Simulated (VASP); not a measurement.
# InSe in VASP: further runs

InSe is run at these levels: PBE+D3(BJ); tasks: single point.

All numbers are computed with VASP 6.6.1; they aren't measurements. Logs are shortened: lines on timing, memory, paths and dates and some standing lists are left out, and cuts for length are marked.

## 1. The cell of the first run

The cell holds a slab with vacuum, 4 atoms: a = 4.027 Å, b = 4.027 Å, c = 36.720 Å, α = 90.00°, β = 90.00°, γ = 120.00°.

## 2. Single point, PBE+D3(BJ)

Contents of INCAR:

```
ALGO = Normal ; DIPOL = 0.5 0.5 0.500
EDIFF = 1E-6 ; ENCUT = 520
GGA = PE ; IDIPOL = 3
ISIF = 2 ; ISMEAR = 0
IVDW = 12 ; LASPH = T
LCHARG = F ; LDIPOL = T
LREAL = F ; LWAVE = F
NBANDS = 27 ; NELM = 100
PREC = Accurate ; SIGMA = 0.02
```

Contents of KPOINTS:

```
k-points
0
Gamma
  9 9 1
```

Contents of POSCAR:

```
InSe
1.0
    4.0270000000      0.0000000000      0.0000000000
   -2.0135000000      3.4874843010      0.0000000000
    0.0000000000      0.0000000000     36.7199571806
Se In
2 2
Direct
    0.0000000000      0.0000000000      0.4250677313
    0.0000000000      0.0000000000      0.5749045073
    0.6666666667      0.3333333333      0.4611107345
    0.6666666667      0.3333333333      0.5388615635
```

Potentials or basis: VASP PAW PBE potentials, release 64 (Se, In_d).

Command:

```bash
cat potpaw_PBE.64/Se/POTCAR potpaw_PBE.64/In_d/POTCAR > POTCAR
mpirun -np 1 vasp_std > vasp.out
```

OUTCAR:

```text
EDIFF = 1E-6
   ENCUT = 520
   GGA = PE
   ISIF = 2
   ISMEAR = 0
   IVDW = 12
   LASPH = T
   LREAL = F
   NELM = 100
   PREC = Accurate
 IVDW          = 12

 ion  position               nearest neighbor table
   1  0.000  0.000  0.425-   3 2.68   3 2.68   3 2.68
   2  0.000  0.000  0.575-   4 2.68   4 2.68   4 2.68
   3  0.667  0.333  0.461-   1 2.68   1 2.68   1 2.68   4 2.86
   4  0.667  0.333  0.539-   2 2.68   2 2.68   2 2.68   3 2.86

  LATTYP: Found a hexagonal cell.
 ALAT       =     4.0270000000
 C/A-ratio  =     9.1184398263

  Lattice vectors:

 A1 = (   4.0270000000,   0.0000000000,   0.0000000000)
 A2 = (  -2.0135000000,   3.4874843010,   0.0000000000)
 A3 = (   0.0000000000,   0.0000000000,  36.7199571806)

Analysis of symmetry for initial positions (statically):
=====================================================================
 Subroutine PRICEL returns:
 Original cell was already a primitive cell.

 Routine SETGRP: Setting up the symmetry group for a
 hexagonal supercell.

 Subroutine GETGRP returns: Found 12 space group operations
 (whereof  6 operations were pure point group operations)
 out of a pool of 24 trial point group operations.

The static configuration has the point symmetry C_3v.
 The point group associated with its full space group is D_3h.

Analysis of symmetry for dynamics (positions and initial velocities):
=====================================================================
 Subroutine PRICEL returns:
 Original cell was already a primitive cell.

 Routine SETGRP: Setting up the symmetry group for a
 hexagonal supercell.

 Subroutine GETGRP returns: Found 12 space group operations
 (whereof  6 operations were pure point group operations)
 out of a pool of 24 trial point group operations.

The dynamic configuration has the point symmetry C_3v.
 The point group associated with its full space group is D_3h.

 Subroutine INISYM returns: Found 12 space group operations
 (whereof  6 operations are pure point group operations),
 and found     1 'primitive' translations

----------------------------------------------------------------------------------------

                                     Primitive cell

  volume of cell :     515.6987

  direct lattice vectors                    reciprocal lattice vectors
     4.027000000  0.000000000  0.000000000     0.248323814  0.143369821  0.000000000
    -2.013500000  3.487484301  0.000000000     0.000000000  0.286739642  0.000000000
     0.000000000  0.000000000 36.719957181     0.000000000  0.000000000  0.027233147

  length of vectors
     4.027000000  4.027000000 36.719957181     0.286739642  0.286739642  0.027233147

  position of ions in fractional coordinates (direct lattice)
     0.000000000  0.000000000  0.425067731
     0.000000000  0.000000000  0.574904507
     0.666666667  0.333333333  0.461110734
     0.666666667  0.333333333  0.538861563

  ion indices of the primitive-cell ions
   primitive index   ion index
                 1           1
                 2           2
                 3           3
                 4           4

----------------------------------------------------------------------------------------

 KPOINTS: k-points

Automatic generation of k-mesh.
 Grid dimensions read from file:
 generate k-points for:    9    9    1

 Generating k-lattice:

  Cartesian coordinates                     Fractional coordinates (reciprocal lattice)
     0.027591535  0.015929980  0.000000000     0.111111111 -0.000000000  0.000000000
     0.000000000  0.031859960  0.000000000     0.000000000  0.111111111  0.000000000
     0.000000000  0.000000000  0.027233147     0.000000000  0.000000000  1.000000000

  Length of vectors
     0.031859960  0.031859960  0.027233147

  Shift w.r.t. Gamma in fractional coordinates (k-lattice)
     0.000000000  0.000000000  0.000000000

 Subroutine IBZKPT returns following result:
 ===========================================

 Found     12 irreducible k-points:

 Following reciprocal coordinates:
            Coordinates               Weight
  0.000000  0.000000  0.000000      1.000000
  0.111111  0.000000  0.000000      6.000000
  0.222222 -0.000000  0.000000      6.000000
  0.333333 -0.000000  0.000000      6.000000
  0.444444 -0.000000  0.000000      6.000000
  0.111111  0.111111  0.000000      6.000000
  0.222222  0.111111  0.000000     12.000000
  0.333333  0.111111  0.000000     12.000000
  0.444444  0.111111  0.000000      6.000000
  0.222222  0.222222  0.000000      6.000000
  0.333333  0.222222  0.000000     12.000000
  0.333333  0.333333  0.000000      2.000000
   k-points           NKPTS =     12   k-points in BZ     NKDIM =     12   number of bands    NBANDS=     27
   number of dos      NEDOS =    301   number of ions     NIONS =      4
   total plane-waves  NPLWV = 252000
   dimension x,y,z NGX =    30 NGY =   30 NGZ =  280
   dimension x,y,z NGXF=    60 NGYF=   60 NGZF=  560
   ions per type =               2   2
   NGX,Y,Z   is equivalent  to a cutoff of  12.38, 12.38, 12.68 a.u.
   NGXF,Y,Z  is equivalent  to a cutoff of  24.77, 24.77, 25.35 a.u.
 SYSTEM =  unknown system
   PREC   = accura    normal or accurate (medium, high low for compatibility)
   ISTART =      0    job   : 0-new  1-cont  2-samecut
   ICHARG =      2    charge: 1-file 2-atom 10-const
   ISPIN  =      1    spin polarized calculation?
   LNONCOLLINEAR =      F non collinear calculations
   LSORBIT =      F    spin-orbit coupling
   LASPH  =      T    aspherical Exc in radial PAW
   ENCUT  =  520.0 eV  38.22 Ry    6.18 a.u.   7.49  7.49 68.27*2*pi/ulx,y,z
   NELM   =    100;   NELMIN=  2; NELMDL= -5     # of ELM steps
   EDIFF  = 0.1E-05   stopping-criterion for ELM
   LREAL  =      F    real-space projection
   EDIFFG = 0.1E-04   stopping-criterion for IOM
   NSW    =      0    number of steps for IOM
   IBRION =     -1    ionic relax: 0-MD 1-quasi-New 2-CG
   NFREE  =      0    steps in history (QN), initial steepest desc. (CG)
   ISIF   =      2    stress and relaxation
   ISYM   =      2    0-nonsym 1-usesym 2-fastsym
   POTIM  = 0.5000    time-step for ionic-motion
   TEBEG  =    0.0;   TEEND  =   0.0 temperature during run
   PSTRESS=    0.0 pullay stress
   NELECT =      38.0000    total number of electrons
   NUPDOWN=      -1.0000    fix difference up-down
   EMIN   =  10.00;   EMAX   =-10.00  energy-range for DOS
   EFERMI =   0.00;   METHOD = LEGACY
   ISMEAR =     0;   SIGMA  =   0.02  broadening in eV -4-tet -1-fermi 0-gaus
   EFERMI_NEDOS =   21; number of points for ismear=-14 and -15
   IALGO  =     38    algorithm
   IMIX   =      4    mixing-type and parameters
     AMIX     =   0.40;   BMIX     =  1.00
     AMIX_MAG =   1.60;   BMIX_MAG =  1.00
  volume/ion in A,a.u.               =     128.92       870.03
  Fermi-wavevector in a.u.,A,eV,Ry     =   0.686337  1.296989  6.409138  0.471058
  Thomas-Fermi vector in A             =   1.766536
   LORBIT       =      0    0 simple, 1 ext, 2 COOP (PROOUT), +10 PAW based schemes
   GGA     = PE    functional components
   LHFCALC =     F    Hartree Fock is set to
   AEXX    =    0.0000 exact exchange contribution
   IVDW    =    12    specifies the selected vdW correction
   LEPSILON=     F    determine dielectric tensor
   LRPA    =     F    only Hartree local field effects (RPA)
 non-spin polarized calculation
 Gauss-broadening in eV      SIGMA  =   0.02
  energy-cutoff  :      520.00
  volume of cell :      515.70
 maximum number of plane-waves:     13981
 NGX is ok and might be reduce to    30
   NGX = 15   NGY = 15   NGZ =137

 dipolmoment           0.000000      0.000000      0.000000 electrons x Angstroem

 number of electron      38.0000001 magnetization

 dipolmoment           0.000000      0.000000     -0.000013 electrons x Angstroem

 Free energy of the ion-electron system (eV)
  ---------------------------------------------------
  ext. energy  EPLUGINS =         0.00000000
  ---------------------------------------------------
  free energy    TOTEN  =       -14.20211112 eV

  energy without entropy =      -14.20211112  energy(sigma->0) =      -14.20211112

 E-fermi :  -3.8057     XC(G=0):  -2.3382

 val. band max:       -3.9288436290   @ k =   0.1111   0.1111   0.0000
 cond. band min:      -2.2840539063   @ k =   0.0000   0.0000   0.0000
 fundamental gap:      1.6447897227
 Fermi energy:        -3.8056766541

 k-point     1 :       0.0000    0.0000    0.0000
  band No.  band energies     occupation
      1     -17.8260      2.00000
      2     -17.6767      2.00000
      3     -17.6767      2.00000
      4     -17.6127      2.00000
      5     -17.6127      2.00000
      6     -17.5961      2.00000
[... 19 lines left out ...]
     26       2.1552      0.00000
     27       2.2011      0.00000

 k-point     2 :       0.1111    0.0000    0.0000
  band No.  band energies     occupation
      1     -17.8265      2.00000
      2     -17.7132      2.00000
      3     -17.6741      2.00000
      4     -17.6527      2.00000
      5     -17.6045      2.00000
      6     -17.5990      2.00000
[... 19 lines left out ...]
     26       2.0730      0.00000
     27       2.3074      0.00000

 k-point     3 :       0.2222   -0.0000    0.0000
  band No.  band energies     occupation
      1     -17.8488      2.00000
      2     -17.7677      2.00000
      3     -17.7390      2.00000
      4     -17.6702      2.00000
      5     -17.6062      2.00000
      6     -17.5836      2.00000
[... 234 lines left out ...]
      1     -17.9519      2.00000
      2     -17.8684      2.00000
      3     -17.7713      2.00000
      4     -17.6862      2.00000
      5     -17.6022      2.00000
      6     -17.5564      2.00000
[... 19 lines left out ...]
     26       3.7907      0.00000
     27       3.8277      0.00000

 k-point    12 :       0.3333    0.3333    0.0000
  band No.  band energies     occupation
      1     -17.9564      2.00000
      2     -17.8751      2.00000
      3     -17.7700      2.00000
      4     -17.6917      2.00000
      5     -17.5930      2.00000
      6     -17.5647      2.00000
[... 19 lines left out ...]
     26       3.8157      0.00000
     27       4.1613      0.00000

------------------------ aborting loop because EDIFF is reached ----------------------------------------

 vacuum level on the upper side and lower side of the slab       (xc-potential included)        -0.006        -0.006

 Edisp (eV)   -0.87380

 E8    (eV) :    -0.4211

  FORCE on cell =-STRESS in cart. coord.  units (eV):
  Direction    XX          YY          ZZ          XY          YZ          ZX
  --------------------------------------------------------------------------------------
  -------------------------------------------------------------------------------------
  Total      -0.35040    -0.35040    -1.29661     0.00000     0.00000     0.00000
  in kB      -1.08863    -1.08863    -4.02832     0.00000     0.00000     0.00000
  external pressure =       -2.07 kB  Pullay stress =        0.00 kB

 VOLUME and BASIS-vectors are now :
 -----------------------------------------------------------------------------
  energy-cutoff  :      520.00
  volume of cell :      515.70
      direct lattice vectors                 reciprocal lattice vectors
     4.027000000  0.000000000  0.000000000     0.248323814  0.143369821  0.000000000
    -2.013500000  3.487484301  0.000000000     0.000000000  0.286739642  0.000000000
     0.000000000  0.000000000 36.719957181     0.000000000  0.000000000  0.027233147

 POSITION                                       TOTAL-FORCE (eV/Angst)
 -----------------------------------------------------------------------------------
      0.00000      0.00000     15.60847        -0.000000      0.000000      0.176178
      0.00000      0.00000     21.11047        -0.000000      0.000000     -0.176178
      2.01350      1.16249     16.93197         0.000000     -0.000000      0.107026
      2.01350      1.16249     19.78697         0.000000     -0.000000     -0.107026
 -----------------------------------------------------------------------------------
    total drift:                               -0.000000      0.000000     -0.001627

  FREE ENERGIE OF THE ION-ELECTRON SYSTEM (eV)
  ---------------------------------------------------
  free  energy   TOTEN  =       -15.0759124424 eV

  energy  without entropy=      -15.0759124424  energy(sigma->0) =      -15.07591244

 vacuum level on the upper side and lower side of the slab         2.107         2.107
```

It took 5.1 min on 1 thread of Intel Xeon Platinum 8375C at 2.90GHz (Ice Lake), shared host; peak memory 0.63 GiB.

What came out:

| Item | Value |
| --- | --- |
| Free energy | -15.0759 eV |
| Largest force | 0.176 eV/Å |
| Band gap on the k mesh | 1.64 eV (least direct gap 1.72 eV) |
| Dispersion energy per atom | -0.218 eV |

Forces in eV/Å, atoms in the order of the input:
```
Se   0.000  0.000  0.176
Se   0.000  0.000 -0.176
In   0.000  0.000  0.107
In   0.000  0.000 -0.107
```

Caveat: spin-orbit coupling is left out, which moves the levels of the heavy elements.

(Part 1 of 2 ends here.)
